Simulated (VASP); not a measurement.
# Ir in VASP: single point with RPBE

Aim: the single point of Ir with RPBE.

Program: VASP 6.6.1. These are calculated values, not measurements. Logs are shortened: lines on timing, memory, paths and dates and some standing lists are left out, and cuts for length are marked.

## 1. The cell of the first run

The cell holds a slab with vacuum, 8 atoms: a = 5.496 Å, b = 2.748 Å, c = 23.731 Å, α = 90.00°, β = 90.00°, γ = 120.00°.

## 2. Single point, RPBE

INCAR reads:

```
PREC = Accurate
ENCUT = 520
EDIFF = 1E-7
ISMEAR = 0
SIGMA = 0.1
LREAL = F
LASPH = T
NELM = 100
ALGO = Fast
ISIF = 2
LWAVE = F
LCHARG = T
LDIPOL = T
IDIPOL = 3
DIPOL = 0.5 0.5 0.499
GGA = RP
LELF = T
LVHAR = T
LVACPOTAV = T
NBANDS = 46
```

KPOINTS reads:

```
regular mesh
0
Gamma
  6 12 1
```

POSCAR reads:

```
Ir
1.0
    5.4960639608      0.0000000000      0.0000000000
   -1.3740159902      2.3798655054      0.0000000000
    0.0000000000      0.0000000000     23.7312761488
Ir
8
Direct
    0.3333333333      0.3333333333      0.3581771139
    0.8333333333      0.3333333333      0.3581771139
    0.6666666667      0.6666666667      0.4527257046
    0.1666666667      0.6666666667      0.4527257046
    0.0000000074      0.0000000074      0.5455967948
    0.5000000074      0.0000000074      0.5455967948
    0.3333333555      0.3333333555      0.6384085124
    0.8333333555      0.3333333555      0.6384085124
```

Potentials or basis: VASP PAW PBE potentials, release 64 (Ir).

Run with:

```sh
> cat potpaw_PBE.64/Ir/POTCAR > POTCAR
> mpirun -np 1 vasp_std > vasp.out
```

OUTCAR:

```text
PREC = Accurate
   ENCUT = 520
   EDIFF = 1E-7
   ISMEAR = 0
   LREAL = F
   LASPH = T
   NELM = 100
   ISIF = 2
   GGA = RP

 ion  position               nearest neighbor table
   1  0.333  0.333  0.358-   4 2.75   4 2.75   3 2.75   2 2.75   2 2.75   2 2.75   2 2.75
   2  0.833  0.333  0.358-   3 2.75   3 2.75   4 2.75   1 2.75   1 2.75   1 2.75   1 2.75
   3  0.667  0.667  0.453-   6 2.72   6 2.72   5 2.72   2 2.75   2 2.75   1 2.75   4 2.75   4 2.75
                             4 2.75   4 2.75
   4  0.167  0.667  0.453-   5 2.72   5 2.72   6 2.72   1 2.75   1 2.75   2 2.75   3 2.75   3 2.75
                             3 2.75   3 2.75
   5  0.000  0.000  0.546-   8 2.71   8 2.71   7 2.71   4 2.72   4 2.72   3 2.72   6 2.75   6 2.75
                             6 2.75   6 2.75
   6  0.500  0.000  0.546-   7 2.71   7 2.71   8 2.71   3 2.72   3 2.72   4 2.72   5 2.75   5 2.75
                             5 2.75   5 2.75
   7  0.333  0.333  0.638-   6 2.71   6 2.71   5 2.71   8 2.75   8 2.75   8 2.75   8 2.75
   8  0.833  0.333  0.638-   5 2.71   5 2.71   6 2.71   7 2.75   7 2.75   7 2.75   7 2.75

  Warning from LATTYP: Monoclinic adjustment (A1->A3, A2->A1, A3->A2)!
  LATTYP: Found a simple orthorhombic cell.
 ALAT       =     2.7480319804
 B/A-ratio  =     1.7320508076
 C/A-ratio  =     8.6357350709

  Lattice vectors:

 A1 = (   1.3740159902,  -2.3798655054,   0.0000000000)
 A2 = (   4.1220479706,   2.3798655054,   0.0000000000)
 A3 = (   0.0000000000,   0.0000000000,  23.7312761488)

Analysis of symmetry for initial positions (statically):
=====================================================================
 Subroutine PRICEL returns following result:

  LATTYP: Found a hexagonal cell.
 ALAT       =     2.7480319804
 C/A-ratio  =     8.6357350708

  Lattice vectors:

 A1 = (   2.7480319804,   0.0000000000,   0.0000000000)
 A2 = (  -1.3740159902,   2.3798655054,   0.0000000000)
 A3 = (   0.0000000000,   0.0000000000,  23.7312761488)

   2 primitive cells build up your supercell.

 Routine SETGRP: Setting up the symmetry group for a
 simple orthorhombic supercell.

 Subroutine GETGRP returns: Found  2 space group operations
 (whereof  2 operations were pure point group operations)
 out of a pool of  8 trial point group operations.

The static configuration has the point symmetry C_1h.

Analysis of symmetry for dynamics (positions and initial velocities):
=====================================================================
 Subroutine PRICEL returns following result:

  LATTYP: Found a hexagonal cell.
 ALAT       =     2.7480319804
 C/A-ratio  =     8.6357350708

  Lattice vectors:

 A1 = (   2.7480319804,   0.0000000000,   0.0000000000)
 A2 = (  -1.3740159902,   2.3798655054,   0.0000000000)
 A3 = (   0.0000000000,   0.0000000000,  23.7312761488)

   2 primitive cells build up your supercell.

 Routine SETGRP: Setting up the symmetry group for a
 simple orthorhombic supercell.

 Subroutine GETGRP returns: Found  2 space group operations
 (whereof  2 operations were pure point group operations)
 out of a pool of  8 trial point group operations.

The dynamic configuration has the point symmetry C_1h.

 Subroutine INISYM returns: Found  2 space group operations
 (whereof  2 operations are pure point group operations),
 and found     2 'primitive' translations

----------------------------------------------------------------------------------------

                                     Primitive cell

  volume of cell :     155.2013

  direct lattice vectors                    reciprocal lattice vectors
     2.748031980  0.000000000  0.000000000     0.363896784  0.210095906  0.000000000
    -1.374015990  2.379865505  0.000000000     0.000000000  0.420191812  0.000000000
     0.000000000  0.000000000 23.731276149     0.000000000  0.000000000  0.042138484

  length of vectors
     2.748031980  2.748031980 23.731276149     0.420191812  0.420191812  0.042138484

  position of ions in fractional coordinates (direct lattice)
     0.666666667  0.333333333  0.358177114
     0.333333333  0.666666667  0.452725705
     0.000000015  0.000000007  0.545596795
     0.666666711  0.333333356  0.638408512

  ion indices of the primitive-cell ions
   primitive index   ion index
                 1           1
                 2           4
                 3           6
                 4           7

----------------------------------------------------------------------------------------

 KPOINTS: regular mesh

Automatic generation of k-mesh.
 Grid dimensions read from file:
 generate k-points for:    6   12    1

 Generating k-lattice:

  Cartesian coordinates                     Fractional coordinates (reciprocal lattice)
     0.030324732  0.017507992  0.000000000     0.166666667 -0.000000000  0.000000000
     0.000000000  0.035015984  0.000000000     0.000000000  0.083333333  0.000000000
     0.000000000  0.000000000  0.042138484     0.000000000  0.000000000  1.000000000

  Length of vectors
     0.035015984  0.035015984  0.042138484

  Shift w.r.t. Gamma in fractional coordinates (k-lattice)
     0.000000000  0.000000000  0.000000000

 Subroutine IBZKPT returns following result:
 ===========================================

 Found     25 irreducible k-points:

 Following reciprocal coordinates:
            Coordinates               Weight
  0.000000  0.000000  0.000000      1.000000
  0.166667  0.000000  0.000000      2.000000
  0.333333 -0.000000  0.000000      2.000000
  0.500000  0.000000  0.000000      1.000000
  0.000000  0.083333  0.000000      4.000000
  0.166667  0.083333  0.000000      4.000000
[... 16 lines left out ...]
  0.166667  0.500000  0.000000      2.000000
  0.333333  0.500000  0.000000      2.000000
   k-points           NKPTS =     25   k-points in BZ     NKDIM =     25   number of bands    NBANDS=     46
   number of dos      NEDOS =    301   number of ions     NIONS =      8
   total plane-waves  NPLWV = 151200
   dimension x,y,z NGX =    42 NGY =   20 NGZ =  180
   dimension x,y,z NGXF=    84 NGYF=   40 NGZF=  360
   ions per type =               8
   NGX,Y,Z   is equivalent  to a cutoff of  12.70, 12.10, 12.61 a.u.
   NGXF,Y,Z  is equivalent  to a cutoff of  25.41, 24.20, 25.22 a.u.
 SYSTEM =  unknown system
   PREC   = accura    normal or accurate (medium, high low for compatibility)
   ISTART =      0    job   : 0-new  1-cont  2-samecut
   ICHARG =      2    charge: 1-file 2-atom 10-const
   ISPIN  =      1    spin polarized calculation?
   LNONCOLLINEAR =      F non collinear calculations
   LSORBIT =      F    spin-orbit coupling
   LASPH  =      T    aspherical Exc in radial PAW
   ENCUT  =  520.0 eV  38.22 Ry    6.18 a.u.  10.22  5.11 44.12*2*pi/ulx,y,z
   NELM   =    100;   NELMIN=  2; NELMDL= -5     # of ELM steps
   EDIFF  = 0.1E-06   stopping-criterion for ELM
   LREAL  =      F    real-space projection
   EDIFFG = 0.1E-05   stopping-criterion for IOM
   NSW    =      0    number of steps for IOM
   IBRION =     -1    ionic relax: 0-MD 1-quasi-New 2-CG
   NFREE  =      0    steps in history (QN), initial steepest desc. (CG)
   ISIF   =      2    stress and relaxation
   ISYM   =      2    0-nonsym 1-usesym 2-fastsym
   POTIM  = 0.5000    time-step for ionic-motion
   TEBEG  =    0.0;   TEEND  =   0.0 temperature during run
   PSTRESS=    0.0 pullay stress
   NELECT =      72.0000    total number of electrons
   NUPDOWN=      -1.0000    fix difference up-down
   EMIN   =  10.00;   EMAX   =-10.00  energy-range for DOS
   EFERMI =   0.00;   METHOD = LEGACY
   ISMEAR =     0;   SIGMA  =   0.10  broadening in eV -4-tet -1-fermi 0-gaus
   EFERMI_NEDOS =   21; number of points for ismear=-14 and -15
   IALGO  =     68    algorithm
   IMIX   =      4    mixing-type and parameters
     AMIX     =   0.40;   BMIX     =  1.00
     AMIX_MAG =   1.60;   BMIX_MAG =  1.00
  volume/ion in A,a.u.               =      38.80       261.84
  Fermi-wavevector in a.u.,A,eV,Ry     =   1.005875  1.900828 13.766157  1.011784
  Thomas-Fermi vector in A             =   2.138582
   LORBIT       =      0    0 simple, 1 ext, 2 COOP (PROOUT), +10 PAW based schemes
   GGA     = RP    functional components
   LHFCALC =     F    Hartree Fock is set to
   AEXX    =    0.0000 exact exchange contribution
   IVDW    =     0    specifies the selected vdW correction
   LEPSILON=     F    determine dielectric tensor
   LRPA    =     F    only Hartree local field effects (RPA)
 non-spin polarized calculation
 RMM-DIIS sequential band-by-band and
 Gauss-broadening in eV      SIGMA  =   0.10
  energy-cutoff  :      520.00
  volume of cell :      310.40
 maximum number of plane-waves:      8418
 NGX is ok and might be reduce to    42
   NGX = 21   NGY = 11   NGZ = 89

 dipolmoment           0.000000      0.000000      0.002743 electrons x Angstroem

 number of electron      72.0000000 magnetization

 dipolmoment           0.000000      0.000000     -0.001811 electrons x Angstroem

 Free energy of the ion-electron system (eV)
  ---------------------------------------------------
  ext. energy  EPLUGINS =         0.00000000
  ---------------------------------------------------
  free energy    TOTEN  =       -62.23943532 eV

  energy without entropy =      -62.19346442  energy(sigma->0) =      -62.21644987

 E-fermi :   0.4043     XC(G=0):  -5.9903

 val. band max:        0.3637883614   @ k =   0.0000   0.3333   0.0000
 cond. band min:       0.4358027259   @ k =   0.3333   0.0833   0.0000
 fundamental gap:      0.0720143645
 Fermi energy:         0.4043325641

 k-point     1 :       0.0000    0.0000    0.0000
  band No.  band energies     occupation
      1      -9.8315      2.00000
      2      -8.3342      2.00000
      3      -7.1464      2.00000
      4      -7.0745      2.00000
      5      -6.9504      2.00000
      6      -6.8437      2.00000
[... 38 lines left out ...]
     45       1.8750      0.00000
     46       1.9249      0.00000

 k-point     2 :       0.1667    0.0000    0.0000
  band No.  band energies     occupation
      1      -9.5739      2.00000
      2      -8.0826      2.00000
      3      -6.9595      2.00000
      4      -6.8976      2.00000
      5      -6.8150      2.00000
      6      -6.7452      2.00000
[... 1070 lines left out ...]
 k-point    24 :       0.3333    0.5000    0.0000
  band No.  band energies     occupation
      1      -6.2889      2.00000
      2      -6.2889      2.00000
      3      -6.1956      2.00000
      4      -6.1956      2.00000
      5      -5.6806      2.00000
      6      -5.6806      2.00000
[... 38 lines left out ...]
     45       4.5284      0.00000
     46       4.5284      0.00000

 [... further k-points ...]
[... 5 lines left out ...]
  --------------------------------------------------------------------------------------
  -------------------------------------------------------------------------------------
  Total       -7.1009196     -7.1010718     -1.4144541      0.0001318     -0.0000183     -0.0000317
  in kB      -36.6521871    -36.6529727     -7.3008624      0.0006803     -0.0000944     -0.0001637
  external PRESSURE =     -26.8686741 kB  Pullay stress =       0.0000000 kB

 VOLUME and BASIS-vectors are now :
 -----------------------------------------------------------------------------
  energy-cutoff  :      520.00
  volume of cell :      310.40
      direct lattice vectors                 reciprocal lattice vectors
     5.496063961  0.000000000  0.000000000     0.181948392  0.105047953  0.000000000
    -1.374015990  2.379865505  0.000000000     0.000000000  0.420191812  0.000000000
     0.000000000  0.000000000 23.731276149     0.000000000  0.000000000  0.042138484

 POSITION                                       TOTAL-FORCE (eV/Angst)
 -----------------------------------------------------------------------------------
      1.37402      0.79329      8.50000         0.000012      0.000007      0.349856
      4.12205      0.79329      8.50000         0.000012      0.000007      0.349856
      2.74803      1.58658     10.74376        -0.000013     -0.000008     -0.373108
      0.00000      1.58658     10.74376        -0.000013     -0.000008     -0.373108
      0.00000      0.00000     12.94771        -0.000001     -0.000001     -0.006565
      2.74803      0.00000     12.94771        -0.000001     -0.000001     -0.006565
      1.37402      0.79329     15.15025         0.000002      0.000001      0.029817
      4.12205      0.79329     15.15025         0.000002      0.000001      0.029817
 -----------------------------------------------------------------------------------
    total drift:                               -0.000004     -0.000002     -0.000093

  FREE ENERGIE OF THE ION-ELECTRON SYSTEM (eV)
  ---------------------------------------------------
  free  energy   TOTEN  =       -62.2394353210 eV

  energy  without entropy=      -62.1934644159  energy(sigma->0) =      -62.21644987

 vacuum level on the upper side and lower side of the slab         5.701         5.726
```

It took 10 min on 1 thread of Intel Xeon 6975P-C (Granite Rapids), shared host; peak memory 0.53 GiB.

Results:

```
Free energy            : -62.2394 eV
Largest force          : 0.373 eV/Å
Band gap on the k mesh : zero (band 36 reaches 1.46 eV, above the bottom of band 37 at -0.42 eV)
```

Forces on the atoms (eV/Å):
```
Ir   0.000  0.000  0.350
Ir   0.000  0.000  0.350
Ir   0.000  0.000 -0.373
Ir   0.000  0.000 -0.373
Ir   0.000  0.000 -0.007
Ir   0.000  0.000 -0.007
Ir   0.000  0.000  0.030
Ir   0.000  0.000  0.030
```

Caveat: the PAW data sets were made with another functional, which shifts forces and pressure a little; spin-orbit coupling is left out, which moves the levels of the heavy elements.
